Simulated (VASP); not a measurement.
Input of a VASP 6.6.1 run:

INCAR

```
PREC = Accurate ; ENCUT = 600
EDIFF = 1E-6 ; ISMEAR = 0
SIGMA = 0.1 ; LREAL = F
LASPH = T ; NELM = 80
ALGO = Normal ; ISIF = 3
LWAVE = F ; LCHARG = F
GGA = PE ; IBRION = 2
NSW = 100 ; EDIFFG = -0.01
```

The input KPOINTS:

```
regular mesh
0
Gamma
  8 8 8
```

The input POSCAR:

```
MgZn2TeSe2
1.0
    5.6059570148      0.0000000000      0.0000000000
    0.0000000000      5.6059570148      0.0000000000
    0.0000000000      0.0000000000      5.3273747336
Mg Zn Te Se
1 2 1 2
Direct
    0.0000000000      0.0000000000      0.5000000000
    0.5000000000      0.5000000000      0.2577463407
    0.5000000000      0.5000000000      0.7422536593
    0.0000000000      0.0000000000      0.0000000000
    0.0000000000      0.5000000000      0.0000000000
    0.5000000000      0.0000000000      0.0000000000
```

Potentials or basis: VASP PAW PBE potentials, release 64 (Mg, Zn, Te, Se).

Run with:

```sh
$ cat potpaw_PBE.64/Mg/POTCAR potpaw_PBE.64/Zn/POTCAR potpaw_PBE.64/Te/POTCAR potpaw_PBE.64/Se/POTCAR > POTCAR
$ mpirun -np 1 vasp_std > vasp.out
```

**Question.** Predict the space group after relaxing (to 0.1 Å).

**Answer.** P4/mmm (No. 123).

**Question.** What does it give for the relaxed volume?

**Answer.** 27.95 Å³/atom.

Final structure:
```cif
data_structure
_symmetry_space_group_name_H-M 'P 1'
_symmetry_Int_Tables_number 1
_cell_length_a 5.5904
_cell_length_b 5.5904
_cell_length_c 5.3656
_cell_angle_alpha 90.000
_cell_angle_beta 90.000
_cell_angle_gamma 90.000
_cell_volume 167.69
loop_
_atom_site_label
_atom_site_type_symbol
_atom_site_fract_x
_atom_site_fract_y
_atom_site_fract_z
_atom_site_occupancy
Mg1 Mg 0.00000 0.00000 0.50000 1
Zn1 Zn 0.50000 0.50000 0.25916 1
Zn2 Zn 0.50000 0.50000 0.74084 1
Te1 Te 0.00000 0.00000 0.00000 1
Se1 Se 0.00000 0.50000 0.00000 1
Se2 Se 0.50000 0.00000 0.00000 1
```
